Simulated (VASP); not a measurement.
# Cr (Im-3m) in VASP: a series of runs

The runs below take Cr through single point, with LDA+U, revPBE+D3(BJ)+U.

All numbers are computed with VASP 6.6.1; they aren't measurements. Logs are shortened: lines on timing, memory, paths and dates and some standing lists are left out, and cuts for length are marked.

### 1 The cell of the first run

Symmetry: Im-3m, No. 229, cubic system. Conventional cell: a = 2.969 Å, b = 2.969 Å, c = 2.969 Å, α = 90.00°, β = 90.00°, γ = 90.00°. Within 3.4 Å of Cr (site symmetry m-3m) lie 14 Cr at 2.57 to 2.97 Å.

### 2 Single point, LDA+U, collinear spin, ferromagnetic start

Input file INCAR:

```
  PREC = Accurate
  ENCUT = 520
  EDIFF = 1E-6
  ISMEAR = 1
  SIGMA = 0.01
  LREAL = F
  LASPH = T
  NELM = 150
  ALGO = Fast
  ISIF = 2
  LWAVE = F
  LCHARG = T
  ISPIN = 2
  MAGMOM = 3
  LORBIT = 11
  LMAXMIX = 4
  LDAU = T
  LDAUTYPE = 2
  LDAUL = 2
  LDAUU = 5.3
  LDAUJ = 0
  LDAUPRINT = 1
  GGA = CA
  LELF = T
  LVHAR = T
  NBANDS = 16
```

Input file KPOINTS:

```
Automatic mesh
0
Gamma
  12 12 12
```

Input file POSCAR:

```
Cr
1.0
   -1.4844496776      1.4844496776      1.4844496776
    1.4844496776     -1.4844496776      1.4844496776
    1.4844496776      1.4844496776     -1.4844496776
Cr
1
Direct
    0.0000000000      0.0000000000      0.0000000000
```

Potentials or basis: VASP PAW LDA potentials, release 64 (Cr_pv).

Started as:

```bash
cat potpaw_LDA.64/Cr_pv/POTCAR > POTCAR
mpirun -np 1 vasp_std > vasp.out
```

OUTCAR:

```text
PREC = Accurate
   ENCUT = 520
   EDIFF = 1E-6
   ISMEAR = 1
   LREAL = F
   LASPH = T
   NELM = 150
   ISIF = 2
   ISPIN = 2
   LORBIT = 11
   GGA = CA

 ion  position               nearest neighbor table
   1  0.000  0.000  0.000-

  LATTYP: Found a body centered cubic cell.
 ALAT       =     2.9688993552

  Lattice vectors:

 A1 = (  -1.4844496776,   1.4844496776,   1.4844496776)
 A2 = (   1.4844496776,  -1.4844496776,   1.4844496776)
 A3 = (   1.4844496776,   1.4844496776,  -1.4844496776)

Analysis of symmetry for initial positions (statically):
=====================================================================
 Subroutine PRICEL returns:
 Original cell was already a primitive cell.

 Routine SETGRP: Setting up the symmetry group for a
 body centered cubic supercell.

 Subroutine GETGRP returns: Found 48 space group operations
 (whereof 48 operations were pure point group operations)
 out of a pool of 48 trial point group operations.

The static configuration has the point symmetry O_h .

Analysis of symmetry for dynamics (positions and initial velocities):
=====================================================================
 Subroutine PRICEL returns:
 Original cell was already a primitive cell.

 Routine SETGRP: Setting up the symmetry group for a
 body centered cubic supercell.

 Subroutine GETGRP returns: Found 48 space group operations
 (whereof 48 operations were pure point group operations)
 out of a pool of 48 trial point group operations.

The dynamic configuration has the point symmetry O_h .

Analysis of structural, dynamic, and magnetic symmetry:
=====================================================================
 Subroutine PRICEL returns:
 Original cell was already a primitive cell.

 Routine SETGRP: Setting up the symmetry group for a
 body centered cubic supercell.

 Subroutine GETGRP returns: Found 48 space group operations
 (whereof 48 operations were pure point group operations)
 out of a pool of 48 trial point group operations.

The overall configuration has the point symmetry O_h .

 Subroutine INISYM returns: Found 48 space group operations
 (whereof 48 operations are pure point group operations),
 and found     1 'primitive' translations

----------------------------------------------------------------------------------------

                                     Primitive cell

  volume of cell :      13.0845

  direct lattice vectors                    reciprocal lattice vectors
    -1.484449678  1.484449678  1.484449678     0.000000000  0.336825160  0.336825160
     1.484449678 -1.484449678  1.484449678     0.336825160  0.000000000  0.336825160
     1.484449678  1.484449678 -1.484449678     0.336825160  0.336825160  0.000000000

  length of vectors
     2.571142263  2.571142263  2.571142263     0.476342709  0.476342709  0.476342709

  position of ions in fractional coordinates (direct lattice)
     0.000000000  0.000000000  0.000000000

  ion indices of the primitive-cell ions
   primitive index   ion index
                 1           1

----------------------------------------------------------------------------------------

 KPOINTS: Automatic mesh

Automatic generation of k-mesh.
 Grid dimensions read from file:
 generate k-points for:   12   12   12

 Generating k-lattice:

  Cartesian coordinates                     Fractional coordinates (reciprocal lattice)
     0.000000000  0.028068763  0.028068763     0.083333333  0.000000000  0.000000000
     0.028068763  0.000000000  0.028068763     0.000000000  0.083333333  0.000000000
[... 51 lines left out ...]
   ICHARG =      2    charge: 1-file 2-atom 10-const
   ISPIN  =      2    spin polarized calculation?
   LNONCOLLINEAR =      F non collinear calculations
   LSORBIT =      F    spin-orbit coupling
   LASPH  =      T    aspherical Exc in radial PAW
   ENCUT  =  520.0 eV  38.22 Ry    6.18 a.u.   4.78  4.78  4.78*2*pi/ulx,y,z
   NELM   =    150;   NELMIN=  2; NELMDL= -5     # of ELM steps
   EDIFF  = 0.1E-05   stopping-criterion for ELM
   LREAL  =      F    real-space projection
   EDIFFG = 0.1E-04   stopping-criterion for IOM
   NSW    =      0    number of steps for IOM
   IBRION =     -1    ionic relax: 0-MD 1-quasi-New 2-CG
   NFREE  =      0    steps in history (QN), initial steepest desc. (CG)
   ISIF   =      2    stress and relaxation
   ISYM   =      2    0-nonsym 1-usesym 2-fastsym
   POTIM  = 0.5000    time-step for ionic-motion
   TEBEG  =    0.0;   TEEND  =   0.0 temperature during run
   PSTRESS=    0.0 pullay stress
   NELECT =      12.0000    total number of electrons
   NUPDOWN=      -1.0000    fix difference up-down
   EMIN   =  10.00;   EMAX   =-10.00  energy-range for DOS
   EFERMI =   0.00;   METHOD = LEGACY
   ISMEAR =     1;   SIGMA  =   0.01  broadening in eV -4-tet -1-fermi 0-gaus
   EFERMI_NEDOS =   21; number of points for ismear=-14 and -15
   IALGO  =     68    algorithm
   IMIX   =      4    mixing-type and parameters
     AMIX     =   0.40;   BMIX     =  1.00
     AMIX_MAG =   1.60;   BMIX_MAG =  1.00
  volume/ion in A,a.u.               =      13.08        88.30
  Fermi-wavevector in a.u.,A,eV,Ry     =   1.590559  3.005721 34.421077  2.529878
  Thomas-Fermi vector in A             =   2.689235
   LORBIT       =     11    0 simple, 1 ext, 2 COOP (PROOUT), +10 PAW based schemes
 LDA+U is selected, type is set to LDAUTYPE =  2
   angular momentum for each species LDAUL =     2
   U (eV)           for each species LDAUU =   5.3
   J (eV)           for each species LDAUJ =   0.0
   GGA     = CA    functional components
   LHFCALC =     F    Hartree Fock is set to
   AEXX    =    0.0000 exact exchange contribution
   IVDW    =     0    specifies the selected vdW correction
   LEPSILON=     F    determine dielectric tensor
   LRPA    =     F    only Hartree local field effects (RPA)
 spin polarized calculation
 RMM-DIIS sequential band-by-band and
 Methfessel and Paxton  Order N= 1 SIGMA  =   0.01
  energy-cutoff  :      520.00
  volume of cell :       13.08
 maximum number of plane-waves:       370
   NGX =  9   NGY =  9   NGZ =  9

atom =   1  type =  1  l = 2

 onsite density matrix

spin component  1

  0.7684  0.0000 -0.0000 -0.0000  0.0000
  0.0000  0.7684  0.0000  0.0000 -0.0000
 -0.0000  0.0000  0.8816  0.0000 -0.0000
 -0.0000  0.0000  0.0000  0.7684  0.0000
  0.0000 -0.0000 -0.0000  0.0000  0.8816

spin component  2

  0.0356 -0.0000  0.0000  0.0000 -0.0000
 -0.0000  0.0356  0.0000  0.0000  0.0000
  0.0000  0.0000  0.0756  0.0000  0.0000
  0.0000  0.0000  0.0000  0.0356 -0.0000
 -0.0000  0.0000  0.0000 -0.0000  0.0756

 occupancies and eigenvectors

  o =  0.0356  v =  0.0000  0.0000  0.0000  0.0000  0.0000  1.0000  0.0003 -0.0000 -0.0000  0.0000      0.0000  0.0000  0.0000  0.0000  0.0000  0.0000  0.0000  0.0000  0.0000  0.0000
  o =  0.0356  v =  0.0000  0.0000  0.0000  0.0000  0.0000 -0.0000  0.0050  0.0000 -1.0000 -0.0000      0.0000  0.0000  0.0000  0.0000  0.0000  0.0000  0.0000  0.0000  0.0000  0.0000
  o =  0.0356  v =  0.0000  0.0000  0.0000  0.0000  0.0000 -0.0003  1.0000 -0.0000  0.0050 -0.0000      0.0000  0.0000  0.0000  0.0000  0.0000  0.0000  0.0000  0.0000  0.0000  0.0000
  o =  0.0756  v =  0.0000  0.0000  0.0000  0.0000  0.0000 -0.0000 -0.0000 -1.0000 -0.0000  0.0010      0.0000  0.0000  0.0000  0.0000  0.0000  0.0000  0.0000  0.0000  0.0000  0.0000
  o =  0.0756  v =  0.0000  0.0000  0.0000  0.0000  0.0000  0.0000 -0.0000 -0.0010  0.0000 -1.0000      0.0000  0.0000  0.0000  0.0000  0.0000  0.0000  0.0000  0.0000  0.0000  0.0000
  o =  0.7684  v =  1.0000  0.0000  0.0000  0.0000  0.0000  0.0000  0.0000  0.0000  0.0000  0.0000      0.0000  0.0000  0.0000  0.0000  0.0000  0.0000  0.0000  0.0000  0.0000  0.0000
  o =  0.7684  v =  0.0000  0.9793  0.0000 -0.2023  0.0000  0.0000  0.0000  0.0000  0.0000  0.0000      0.0000  0.0000  0.0000  0.0000  0.0000  0.0000  0.0000  0.0000  0.0000  0.0000
  o =  0.7684  v =  0.0000 -0.2023  0.0000 -0.9793  0.0000  0.0000  0.0000  0.0000  0.0000  0.0000      0.0000  0.0000  0.0000  0.0000  0.0000  0.0000  0.0000  0.0000  0.0000  0.0000
  o =  0.8816  v =  0.0000  0.0000 -1.0000 -0.0000 -0.0003  0.0000  0.0000  0.0000  0.0000  0.0000      0.0000  0.0000  0.0000  0.0000  0.0000  0.0000  0.0000  0.0000  0.0000  0.0000
  o =  0.8816  v =  0.0000  0.0000  0.0003 -0.0000 -1.0000  0.0000  0.0000  0.0000  0.0000  0.0000      0.0000  0.0000  0.0000  0.0000  0.0000  0.0000  0.0000  0.0000  0.0000  0.0000

 number of electron      12.0000008 magnetization       4.0901314

 Free energy of the ion-electron system (eV)
  ---------------------------------------------------
  ext. energy  EPLUGINS =         0.00000000
  ---------------------------------------------------
  free energy    TOTEN  =        -4.98562912 eV

  energy without entropy =       -4.98562670  energy(sigma->0) =       -4.98562832

 E-fermi :   9.7734     XC(G=0): -13.0217

 val. band max:        9.7642837697   @ k =   0.5000   0.5000   0.3333
 cond. band min:       9.7745438775   @ k =   0.5000   0.5000   0.2500
 fundamental gap:      0.0102601077
 Fermi energy:         9.7733558548

 spin component 1

 k-point     1 :       0.0000    0.0000    0.0000
  band No.  band energies     occupation
      1     -32.8947      1.00000
      2     -32.8947      1.00000
      3     -32.8947      1.00000
      4       1.0973      1.00000
      5       6.9856      1.00000
      6       6.9856      1.00000
[... 895 lines left out ...]
      5      10.9194      0.00000
      6      11.7328      0.00000
[... 8 lines left out ...]
     15      40.4823      0.00000
     16      40.5716      0.00000

 [... further k-points ...]

------------------------ aborting loop because EDIFF is reached ----------------------------------------

  FORCE on cell =-STRESS in cart. coord.  units (eV):
  Direction    XX          YY          ZZ          XY          YZ          ZX
  --------------------------------------------------------------------------------------
  -------------------------------------------------------------------------------------
  Total        3.8905821      3.8905821      3.8905821     -0.0000000      0.0000000      0.0000000
  in kB      476.3966933    476.3966933    476.3966933     -0.0000000      0.0000000      0.0000000
  external PRESSURE =     476.3966933 kB  Pullay stress =       0.0000000 kB

 VOLUME and BASIS-vectors are now :
 -----------------------------------------------------------------------------
  energy-cutoff  :      520.00
  volume of cell :       13.08
      direct lattice vectors                 reciprocal lattice vectors
    -1.484449678  1.484449678  1.484449678     0.000000000  0.336825160  0.336825160
     1.484449678 -1.484449678  1.484449678     0.336825160  0.000000000  0.336825160
     1.484449678  1.484449678 -1.484449678     0.336825160  0.336825160  0.000000000

 POSITION                                       TOTAL-FORCE (eV/Angst)
 -----------------------------------------------------------------------------------
      0.00000      0.00000      0.00000        -0.000000     -0.000000     -0.000000
 -----------------------------------------------------------------------------------
    total drift:                                0.000000     -0.000000      0.000000

  FREE ENERGIE OF THE ION-ELECTRON SYSTEM (eV)
  ---------------------------------------------------
  free  energy   TOTEN  =        -4.9856291228 eV

  energy  without entropy=       -4.9856267029  energy(sigma->0) =       -4.98562832

 total charge

# of ion       s       p       d       tot
------------------------------------------
    1        0.403   6.279   4.299  10.981

 magnetization (x)

# of ion       s       p       d       tot
------------------------------------------
    1       -0.021   0.078   3.792   3.849
```

Run time: 2.1 min. Hardware: 1 thread of Intel Xeon Platinum 8259CL at 2.50GHz (Skylake/Cascade Lake), shared host; peak memory 0.14 GiB.

Results:

* Free energy: -4.9856 eV
* Pressure: 47.6 GPa
* Net moment: 4.09 μB per cell
* Site moments: Cr +3.85 μB
* Valence electrons inside the program's atomic spheres: Cr 10.98

Levels at points of the mesh, in eV from the Fermi level:
Spin up:
| k point | band 6 | band 7 | band 8 | band 9 | band 10 | band 11 |
| --- | --- | --- | --- | --- | --- | --- |
| (0.00, 0.00, 0.00) | -2.79 | -2.79 | -1.48 | -1.48 | 4.90 | 19.94 |
| (0.50, 0.00, 0.00) | -1.31 | -1.21 | -0.33 | 0.61 | 4.90 | 7.02 |
| (0.50, 0.50, 0.50) | 0.26 | 0.26 | 0.26 | 4.90 | 8.24 | 8.24 |
Spin down:
```
           k point  band 2  band 3  band 4  band 5  band 6  band 7
(0.00, 0.00, 0.00)  -39.24  -39.24   -7.04    3.98    3.98    3.98
(0.50, 0.00, 0.00)  -39.48  -39.25   -1.23    1.28    2.22    5.82
(0.50, 0.50, 0.50)  -39.76  -39.76   -0.39   -0.39    7.37    7.37
```

Eigenvalues of the final occupation matrices:
| site | spin | trace | eigenvalues |
| --- | --- | --- | --- |
| site 1 d | 1 | 4.07 | 0.77 0.77 0.77 0.88 0.88 |
| site 1 d | 2 | 0.26 | 0.04 0.04 0.04 0.08 0.08 |

Caveat: the cell stands under pressure; an empty level that is flat over the whole mesh can mark a ghost state of the potentials, or a narrow d or f band; the U is typed as a test and isn't derived for this compound.

### 3 Single point, revPBE+D3(BJ)+U, collinear spin, ferromagnetic start

Input file INCAR:

```
ALGO     = Fast           # electronic algorithm
EDIFF    = 1E-6           # SCF threshold, eV
ENCUT    = 520            # plane-wave cutoff, eV
GGA      = RE             # functional
ISIF     = 2              # what is computed and relaxed
ISMEAR   = 1              # smearing method
ISPIN    = 2              # spin polarisation
IVDW     = 12             # dispersion correction
LASPH    = True           # aspherical terms in the spheres
LCHARG   = False          # write CHGCAR
LDAU     = True           # DFT+U
LDAUJ    = 0            
LDAUL    = 2              # shell
LDAUPRINT= 1            
LDAUTYPE = 2            
LDAUU    = 3              # U, eV
LMAXMIX  = 4              # l up to which the mixer works
LORBIT   = 11             # projections on sites
LREAL    = False          # projectors in reciprocal space
LWAVE    = False          # write WAVECAR
MAGMOM   = 3              # initial moments
NBANDS   = 16             # bands
NELM     = 150            # most SCF steps
PREC     = Accurate       # precision mode
SIGMA    = 0.1            # smearing width, eV
```

Input file KPOINTS:

```
k-points
0
Gamma
  12 12 12
```

POSCAR is that of step 2.

Potentials or basis: VASP PAW PBE potentials, release 64 (Cr_pv).

Started as:

```bash
cat potpaw_PBE.64/Cr_pv/POTCAR > POTCAR
mpirun -np 1 vasp_std > vasp.out
```

It took 28 s on 1 thread of Intel Xeon Platinum 8259CL at 2.50GHz (Skylake/Cascade Lake), shared host; peak memory 0.15 GiB.

It converged, with:

| Quantity | Value |
| --- | --- |
| Free energy | -6.3699 eV |
| Pressure | -27.3 GPa |
| Band gap on the k mesh | zero (filled and empty bands overlap) |
| Net moment | 0.00 μB per cell |
| Valence electrons inside the program's atomic spheres | Cr 10.81 |
| Dispersion energy per atom | -0.830 eV |

Levels at points of the mesh, in eV from the Fermi level:
Spin up:
```csv
k point,band 4,band 5,band 6,band 7,band 8,band 9
"(0.00, 0.00, 0.00)",-7.45,-0.92,-0.92,-0.92,1.59,1.59
"(0.50, 0.00, 0.00)",-3.79,-2.21,0.79,1.34,1.87,2.19
"(0.50, 0.50, 0.50)",-3.07,-3.07,1.87,1.87,1.87,6.87
```
Spin down:
| k point | band 2 | band 3 | band 4 | band 5 | band 6 | band 7 | band 8 | band 9 | band 10 | band 11 |
| --- | --- | --- | --- | --- | --- | --- | --- | --- | --- | --- |
| (0.00, 0.00, 0.00) | -43.07 | -43.07 | -7.45 | -0.92 | -0.92 | -0.92 | 1.59 | 1.59 | 6.88 | 21.25 |
| (0.50, 0.00, 0.00) | -43.27 | -43.08 | -3.79 | -2.21 | 0.79 | 1.34 | 1.87 | 2.19 | 6.86 | 8.51 |
| (0.50, 0.50, 0.50) | -43.50 | -43.50 | -3.08 | -3.08 | 1.87 | 1.87 | 1.87 | 6.88 | 9.49 | 9.49 |

Eigenvalues of the final occupation matrices:
| site | spin | trace | eigenvalues |
| --- | --- | --- | --- |
| site 1 d | 1 | 2.04 | 0.25 0.25 0.51 0.51 0.51 |
| site 1 d | 2 | 2.04 | 0.25 0.25 0.51 0.51 0.51 |

Caveat: the cell stands under tension; the moments typed at the start vanished in this run; the PAW data sets were made with another functional, which shifts forces and pressure a little; the U is typed as a test and isn't derived for this compound. The state reached can hang on the start; a lower one may exist.

### 4 Single point, LDA+U, collinear spin, ferromagnetic start

This run uses another cell than the first one, of 13.35 Å³/atom.

Input file INCAR:

```
SYSTEM = Cr
  ALGO = Normal
  EDIFF = 1E-6
  ENCUT = 520
  GGA = CA
  ISIF = 2
  ISMEAR = 1
  ISPIN = 2
  LASPH = .TRUE.
  LCHARG = .FALSE.
  LDAU = .TRUE.
  LDAUJ = 0
  LDAUL = 2
  LDAUPRINT = 1
  LDAUTYPE = 2
  LDAUU = 5.3
  LMAXMIX = 4
  LORBIT = 11
  LREAL = .FALSE.
  LWAVE = .FALSE.
  MAGMOM = 3
  NBANDS = 16
  NELM = 150
  PREC = Accurate
  SIGMA = 0.01
```

Input file KPOINTS:

```
k-points
0
G
  12 12 12
  0 0 0
```

Input file POSCAR:

```
Cr
1.0
   -1.4942807567      1.4942807567      1.4942807567
    1.4942807567     -1.4942807567      1.4942807567
    1.4942807567      1.4942807567     -1.4942807567
Cr
1
Direct
    0.0000000000      0.0000000000      0.0000000000
```

Potentials or basis: VASP PAW LDA potentials, release 64 (Cr_pv).

Started as:

```bash
cat potpaw_LDA.64/Cr_pv/POTCAR > POTCAR
mpirun -np 1 vasp_std > vasp.out
```

OUTCAR:

```text
SYSTEM = Cr
   EDIFF = 1E-6
   ENCUT = 520
   GGA = CA
   ISIF = 2
   ISMEAR = 1
   ISPIN = 2
   LASPH = .TRUE.
   LORBIT = 11
   LREAL = .FALSE.
   NELM = 150
   PREC = Accurate

 ion  position               nearest neighbor table
   1  0.000  0.000  0.000-

  LATTYP: Found a body centered cubic cell.
 ALAT       =     2.9885615134

[... 1157 lines left out ...]

  FORCE on cell =-STRESS in cart. coord.  units (eV):
  Direction    XX          YY          ZZ          XY          YZ          ZX
  --------------------------------------------------------------------------------------
  -------------------------------------------------------------------------------------
  Total        3.9460100      3.9460100      3.9460100      0.0000000      0.0000000      0.0000000
  in kB      473.7095788    473.7095788    473.7095788      0.0000000      0.0000000      0.0000000
  external PRESSURE =     473.7095788 kB  Pullay stress =       0.0000000 kB

 VOLUME and BASIS-vectors are now :
 -----------------------------------------------------------------------------
  energy-cutoff  :      520.00
  volume of cell :       13.35
      direct lattice vectors                 reciprocal lattice vectors
    -1.494280757  1.494280757  1.494280757     0.000000000  0.334609141  0.334609141
     1.494280757 -1.494280757  1.494280757     0.334609141  0.000000000  0.334609141
     1.494280757  1.494280757 -1.494280757     0.334609141  0.334609141  0.000000000

 POSITION                                       TOTAL-FORCE (eV/Angst)
 -----------------------------------------------------------------------------------
      0.00000      0.00000      0.00000         0.000000      0.000000      0.000000
 -----------------------------------------------------------------------------------
    total drift:                                0.000000      0.000000     -0.000000

  FREE ENERGIE OF THE ION-ELECTRON SYSTEM (eV)
  ---------------------------------------------------
  free  energy   TOTEN  =        -5.0621917719 eV

  energy  without entropy=       -5.0621565530  energy(sigma->0) =       -5.06218003

 total charge

# of ion       s       p       d       tot
------------------------------------------
    1        0.397   6.272   4.293  10.963

 magnetization (x)

# of ion       s       p       d       tot
------------------------------------------
    1       -0.017   0.081   3.886   3.951
```

It took 3.3 min on 1 thread of Intel Xeon Platinum 8259CL at 2.50GHz (Skylake/Cascade Lake), shared host; peak memory 0.15 GiB.

Results:

```
Free energy                                           : -5.0622 eV
Pressure                                              : 47.4 GPa
Net moment                                            : 4.22 μB per cell
Site moments                                          : Cr +3.95 μB
Valence electrons inside the program's atomic spheres : Cr 10.96
```

Eigenvalues of the final occupation matrices:
| site | spin | trace | eigenvalues |
| --- | --- | --- | --- |
| site 1 d | 1 | 4.11 | 0.78 0.78 0.78 0.89 0.89 |
| site 1 d | 2 | 0.21 | 0.03 0.03 0.03 0.06 0.06 |

Caveat: the cell stands under pressure; an empty level that is flat over the whole mesh can mark a ghost state of the potentials, or a narrow d or f band; the U is typed as a test and isn't derived for this compound. The state reached can hang on the start; a lower one may exist.

[end of part 1 of 2]

The gap in the log of VASP goes by the Fermi energy; the results here count the filled bands.